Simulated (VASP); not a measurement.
# Se (P1) in VASP: single point with PBE

Aim: the single point of Se with PBE.

Everything below comes from runs of VASP 6.6.1. Logs are shortened: lines on timing, memory, paths and dates and some standing lists are left out, and cuts for length are marked.

### 1 The cell of the first run

The typed cell holds 6 atoms: a = 4.429 Å, b = 6.724 Å, c = 6.724 Å, α = 115.32°, β = 102.68°, γ = 102.68°.

### 2 Single point, PBE

The input, INCAR:

```
SYSTEM = Se
  PREC = Accurate
  ENCUT = 520
  EDIFF = 1E-6
  ISMEAR = 0
  SIGMA = 0.05
  LREAL = .False.
  LASPH = .True.
  NELM = 80
  ALGO = Normal
  ISIF = 2
  LWAVE = .False.
  LCHARG = .False.
  GGA = PE
  NBANDS = 27
```

The input, KPOINTS:

```
Automatic mesh
0
Gamma
  6 6 6
  0 0 0
```

The input, POSCAR:

```
Se
1.0
    0.0000000000      0.0000000001      4.4289999999
   -5.6810000000     -3.2799268793     -1.4763333333
    5.6810000000     -3.2799268793     -1.4763333333
Se
6
Direct
    0.9181800000      0.6375200000      0.7556700000
    0.1625100000      0.2443300000      0.8818500000
    0.3172329457      0.1315964880      0.3743245323
    0.0818200000      0.3624800000      0.2443300000
    0.8374900000      0.7556700000      0.1181500000
    0.7193400000      0.8818500000      0.6375200000
```

Potentials or basis: VASP PAW PBE potentials, release 64 (Se).

On the command line:

```console
cat potpaw_PBE.64/Se/POTCAR > POTCAR
mpirun -np 1 vasp_std > vasp.out
```

OUTCAR:

```text
SYSTEM = Se
   PREC = Accurate
   ENCUT = 520
   EDIFF = 1E-6
   ISMEAR = 0
   LREAL = .False.
   LASPH = .True.
   NELM = 80
   ISIF = 2
   GGA = PE

 ion  position               nearest neighbor table
   1  0.918  0.638  0.756-   6 2.36   5 2.36
   2  0.163  0.244  0.882-   6 2.36   4 2.36
   3  0.317  0.132  0.374-   4 2.39   5 2.49
   4  0.082  0.362  0.244-   2 2.36   3 2.39
   5  0.837  0.756  0.118-   1 2.36   3 2.49
   6  0.719  0.882  0.638-   2 2.36   1 2.36

  LATTYP: Found a trigonal (rhomboedric) cell.
 ALAT       =     6.7239305056
 COS(alpha) =    -0.4276874498

  Lattice vectors:

 A1 = (   5.6810000000,   3.2799268793,   1.4763333333)
 A2 = (  -5.6810000000,   3.2799268793,   1.4763333333)
 A3 = (   0.0000000000,  -6.5598537585,   1.4763333333)

Analysis of symmetry for initial positions (statically):
=====================================================================
 Subroutine PRICEL returns:
 Original cell was already a primitive cell.

 Routine SETGRP: Setting up the symmetry group for a
 trigonal (rhombohedral) supercell.

 Subroutine GETGRP returns: Found  1 space group operations
 (whereof  1 operations were pure point group operations)
 out of a pool of 12 trial point group operations.

The static configuration has the point symmetry C_1 .

Analysis of symmetry for dynamics (positions and initial velocities):
=====================================================================
 Subroutine PRICEL returns:
 Original cell was already a primitive cell.

 Routine SETGRP: Setting up the symmetry group for a
 trigonal (rhombohedral) supercell.

 Subroutine GETGRP returns: Found  1 space group operations
 (whereof  1 operations were pure point group operations)
 out of a pool of 12 trial point group operations.

The dynamic configuration has the point symmetry C_1 .

 Subroutine INISYM returns: Found  1 space group operations
 (whereof  1 operations are pure point group operations),
 and found     1 'primitive' translations

----------------------------------------------------------------------------------------

                                     Primitive cell

  volume of cell :     165.0535

  direct lattice vectors                    reciprocal lattice vectors
     0.000000000  0.000000000  4.429000000     0.000000000 -0.101628282  0.225784601
    -5.681000000 -3.279926879 -1.476333333    -0.088012674 -0.152442423  0.000000000
     5.681000000 -3.279926879 -1.476333333     0.088012674 -0.152442423  0.000000000

  length of vectors
     4.429000000  6.723930506  6.723930506     0.247602492  0.176025348  0.176025348

  position of ions in fractional coordinates (direct lattice)
     0.918180000  0.637520000  0.755670000
     0.162510000  0.244330000  0.881850000
     0.317232946  0.131596488  0.374324532
     0.081820000  0.362480000  0.244330000
     0.837490000  0.755670000  0.118150000
     0.719340000  0.881850000  0.637520000

  ion indices of the primitive-cell ions
   primitive index   ion index
                 1           1
                 2           2
                 3           3
                 4           4
                 5           5
                 6           6

----------------------------------------------------------------------------------------

 KPOINTS: Automatic mesh

Automatic generation of k-mesh.
 Grid dimensions read from file:
 generate k-points for:    6    6    6

 Generating k-lattice:

  Cartesian coordinates                     Fractional coordinates (reciprocal lattice)
     0.000000000 -0.016938047  0.037630767     0.166666667  0.000000000  0.000000000
    -0.014668779 -0.025407070  0.000000000     0.000000000  0.166666667  0.000000000
     0.014668779 -0.025407070  0.000000000     0.000000000  0.000000000  0.166666667

  Length of vectors
     0.041267082  0.029337558  0.029337558

  Shift w.r.t. Gamma in fractional coordinates (k-lattice)
     0.000000000  0.000000000  0.000000000

 Subroutine IBZKPT returns following result:
 ===========================================

 Found    112 irreducible k-points:

 Following reciprocal coordinates:
            Coordinates               Weight
  0.000000  0.000000  0.000000      1.000000
  0.166667 -0.000000 -0.000000      2.000000
 -0.166667 -0.000000  0.166667      2.000000
  0.166667 -0.166667  0.000000      2.000000
  0.333333  0.000000  0.000000      2.000000
 -0.333333  0.000000  0.333333      2.000000
[... 16 lines left out ...]
 -0.333333 -0.000000 -0.166667      2.000000
  0.333333  0.000000  0.500000      2.000000
 [... further k-points ...]
   k-points           NKPTS =    112   k-points in BZ     NKDIM =    112   number of bands    NBANDS=     27
   number of dos      NEDOS =    301   number of ions     NIONS =      6
   total plane-waves  NPLWV =  90000
   dimension x,y,z NGX =    36 NGY =   50 NGZ =   50
   dimension x,y,z NGXF=    72 NGYF=  100 NGZF=  100
   ions per type =               6
   NGX,Y,Z   is equivalent  to a cutoff of  13.51, 12.36, 12.36 a.u.
   NGXF,Y,Z  is equivalent  to a cutoff of  27.03, 24.72, 24.72 a.u.
 SYSTEM =  Se
   PREC   = accura    normal or accurate (medium, high low for compatibility)
   ISTART =      0    job   : 0-new  1-cont  2-samecut
   ICHARG =      2    charge: 1-file 2-atom 10-const
   ISPIN  =      1    spin polarized calculation?
   LNONCOLLINEAR =      F non collinear calculations
   LSORBIT =      F    spin-orbit coupling
   LASPH  =      T    aspherical Exc in radial PAW
   ENCUT  =  520.0 eV  38.22 Ry    6.18 a.u.   8.24 12.50 12.50*2*pi/ulx,y,z
   NELM   =     80;   NELMIN=  2; NELMDL= -5     # of ELM steps
   EDIFF  = 0.1E-05   stopping-criterion for ELM
   LREAL  =      F    real-space projection
   EDIFFG = 0.1E-04   stopping-criterion for IOM
   NSW    =      0    number of steps for IOM
   IBRION =     -1    ionic relax: 0-MD 1-quasi-New 2-CG
   NFREE  =      0    steps in history (QN), initial steepest desc. (CG)
   ISIF   =      2    stress and relaxation
   ISYM   =      2    0-nonsym 1-usesym 2-fastsym
   POTIM  = 0.5000    time-step for ionic-motion
   TEBEG  =    0.0;   TEEND  =   0.0 temperature during run
   PSTRESS=    0.0 pullay stress
   NELECT =      36.0000    total number of electrons
   NUPDOWN=      -1.0000    fix difference up-down
   EMIN   =  10.00;   EMAX   =-10.00  energy-range for DOS
   EFERMI =   0.00;   METHOD = LEGACY
   ISMEAR =     0;   SIGMA  =   0.05  broadening in eV -4-tet -1-fermi 0-gaus
   EFERMI_NEDOS =   21; number of points for ismear=-14 and -15
   IALGO  =     38    algorithm
   IMIX   =      4    mixing-type and parameters
     AMIX     =   0.40;   BMIX     =  1.00
     AMIX_MAG =   1.60;   BMIX_MAG =  1.00
  volume/ion in A,a.u.               =      27.51       185.64
  Fermi-wavevector in a.u.,A,eV,Ry     =   0.985449  1.862228 13.212748  0.971110
  Thomas-Fermi vector in A             =   2.116757
   LORBIT       =      0    0 simple, 1 ext, 2 COOP (PROOUT), +10 PAW based schemes
   GGA     = PE    functional components
   LHFCALC =     F    Hartree Fock is set to
   AEXX    =    0.0000 exact exchange contribution
   IVDW    =     0    specifies the selected vdW correction
   LEPSILON=     F    determine dielectric tensor
   LRPA    =     F    only Hartree local field effects (RPA)
 non-spin polarized calculation
 Gauss-broadening in eV      SIGMA  =   0.05
  energy-cutoff  :      520.00
  volume of cell :      165.05
 maximum number of plane-waves:      4465
 NGX is ok and might be reduce to    36
   NGX = 17   NGY = 25   NGZ = 25

 number of electron      35.9999998 magnetization

 Free energy of the ion-electron system (eV)
  ---------------------------------------------------
  ext. energy  EPLUGINS =         0.00000000
  ---------------------------------------------------
  free energy    TOTEN  =       -20.67677627 eV

  energy without entropy =      -20.67677627  energy(sigma->0) =      -20.67677627

 E-fermi :   2.5338     XC(G=0):  -8.8172

 val. band max:        2.3112028483   @ k =   0.5000   0.5000   0.5000
 cond. band min:       3.4437496070   @ k =   0.1667  -0.1667   0.1667
 fundamental gap:      1.1325467587
 Fermi energy:         2.5338000896

 k-point     1 :       0.0000    0.0000    0.0000
  band No.  band energies     occupation
      1     -13.3143      2.00000
      2     -11.6836      2.00000
      3     -11.4450      2.00000
      4      -9.5141      2.00000
      5      -9.3364      2.00000
      6      -7.8813      2.00000
[... 19 lines left out ...]
     26       8.8886      0.00000
     27       9.0655      0.00000

 k-point     2 :       0.1667   -0.0000   -0.0000
  band No.  band energies     occupation
      1     -13.2359      2.00000
      2     -11.7225      2.00000
      3     -11.4686      2.00000
      4      -9.4711      2.00000
      5      -9.2985      2.00000
      6      -7.9063      2.00000
[... 19 lines left out ...]
     26       8.9620      0.00000
     27       9.1996      0.00000

 k-point     3 :      -0.1667   -0.0000    0.1667
  band No.  band energies     occupation
      1     -13.2402      2.00000
      2     -11.6917      2.00000
      3     -11.4896      2.00000
      4      -9.5247      2.00000
      5      -9.2454      2.00000
      6      -7.9139      2.00000
[... 19 lines left out ...]
     26       8.9419      0.00000
     27       9.2147      0.00000

 k-point     4 :       0.1667   -0.1667    0.0000
  band No.  band energies     occupation
      1     -13.2372      2.00000
      2     -11.7306      2.00000
      3     -11.4559      2.00000
      4      -9.4565      2.00000
      5      -9.3130      2.00000
      6      -7.9135      2.00000
[... 19 lines left out ...]
     26       8.8667      0.00000
     27       9.2780      0.00000
[... 516 lines left out ...]
      4      -9.4429      2.00000
      5      -9.0702      2.00000
      6      -7.9768      2.00000
[... 19 lines left out ...]
     26       9.1766      0.00000
     27       9.8753      0.00000

 k-point    23 :      -0.3333   -0.0000   -0.1667
  band No.  band energies     occupation
      1     -12.9615      2.00000
      2     -11.9399      2.00000
      3     -11.5786      2.00000
      4      -9.4506      2.00000
      5      -9.1069      2.00000
      6      -7.9050      2.00000
[... 19 lines left out ...]
     26       9.3909      0.00000
     27       9.7716      0.00000

 k-point    24 :       0.3333    0.0000    0.5000
  band No.  band energies     occupation
      1     -12.9869      2.00000
      2     -11.7896      2.00000
      3     -11.6905      2.00000
      4      -9.5663      2.00000
      5      -8.9580      2.00000
      6      -7.9637      2.00000
[... 19 lines left out ...]
     26       9.2173      0.00000
     27       9.8796      0.00000

 [... further k-points ...]

------------------------ aborting loop because EDIFF is reached ----------------------------------------

  FORCE on cell =-STRESS in cart. coord.  units (eV):
  Direction    XX          YY          ZZ          XY          YZ          ZX
  --------------------------------------------------------------------------------------
  -------------------------------------------------------------------------------------
  Total        2.0700023      1.2666869      1.6494441     -0.3491243      0.7994014     -0.0179403
  in kB       20.0935555     12.2957562     16.0111882     -3.3889572      7.7598056     -0.1741466
  external PRESSURE =      16.1335000 kB  Pullay stress =       0.0000000 kB

 VOLUME and BASIS-vectors are now :
 -----------------------------------------------------------------------------
  energy-cutoff  :      520.00
  volume of cell :      165.05
      direct lattice vectors                 reciprocal lattice vectors
     0.000000000  0.000000000  4.429000000     0.000000000 -0.101628282  0.225784601
    -5.681000000 -3.279926879 -1.476333333    -0.088012674 -0.152442423  0.000000000
     5.681000000 -3.279926879 -1.476333333     0.088012674 -0.152442423  0.000000000

 POSITION                                       TOTAL-FORCE (eV/Angst)
 -----------------------------------------------------------------------------------
      0.67121     -4.56956      2.00981         0.293453      0.265827      0.291411
      3.62175     -3.69379     -0.94286        -0.376501     -0.047812      0.333639
      1.37894     -1.65938      0.65812         0.098132      0.336411     -0.507591
     -0.67121     -1.99029     -0.53347         0.117876     -0.351134     -0.005701
     -3.62175     -2.86607      2.41919         0.173153     -0.557956      0.220970
     -1.38804     -4.98342      0.94286        -0.306114      0.354664     -0.332728
 -----------------------------------------------------------------------------------
    total drift:                                0.000043      0.000015     -0.000088

  FREE ENERGIE OF THE ION-ELECTRON SYSTEM (eV)
  ---------------------------------------------------
  free  energy   TOTEN  =       -20.6767762655 eV

  energy  without entropy=      -20.6767762655  energy(sigma->0) =      -20.67677627
```

Run time: 4.6 min. Hardware: 1 thread of Intel Xeon Platinum 8375C at 2.90GHz (Ice Lake), shared host; peak memory 0.5 GiB.

What came out:

| Property | Result |
| --- | --- |
| Free energy | -20.6768 eV |
| Pressure | 1.6 GPa |
| Largest force | 0.625 eV/Å |
| Band gap on the k mesh | 1.13 eV (least direct gap 1.34 eV) |

Forces on the atoms (eV/Å):
```
Se   0.293  0.266  0.291
Se  -0.377 -0.048  0.334
Se   0.098  0.336 -0.508
Se   0.118 -0.351 -0.006
Se   0.173 -0.558  0.221
Se  -0.306  0.355 -0.333
```

Stress tensor (GPa, compression positive):
```
 2.01 -0.34 -0.02
-0.34  1.23  0.78
-0.02  0.78  1.60
```

Levels at points of the mesh, in eV from the valence-band top:
| k point | band 16 | band 17 | band 18 | band 19 | band 20 | band 21 |
| --- | --- | --- | --- | --- | --- | --- |
| (0.00, 0.00, 0.00) | -0.68 | -0.65 | -0.60 | 1.62 | 1.83 | 2.44 |
| (0.50, 0.00, 0.00) | -0.79 | -0.36 | -0.29 | 1.76 | 1.84 | 2.61 |
| (0.50, 0.00, 0.50) | -0.78 | -0.33 | -0.31 | 1.63 | 1.73 | 2.49 |
| (0.50, 0.50, 0.00) | -0.81 | -0.34 | -0.23 | 1.47 | 1.88 | 2.70 |
| (0.00, 0.50, 0.00) | -1.10 | -0.88 | -0.29 | 1.40 | 1.80 | 2.09 |
| (0.00, 0.50, 0.50) | -1.05 | -0.87 | -0.23 | 1.36 | 1.62 | 2.17 |
| (0.00, 0.00, 0.50) | -1.19 | -0.82 | -0.28 | 1.38 | 1.67 | 2.23 |
| (0.50, 0.50, 0.50) | -1.29 | -1.16 | 0.00 | 1.39 | 1.43 | 1.80 |

Caveat: this functional lacks dispersion, which holds the molecules together, so the pressure and a relaxed volume are unreliable. PBE gaps usually lie below the measured ones, often by a third to a half.
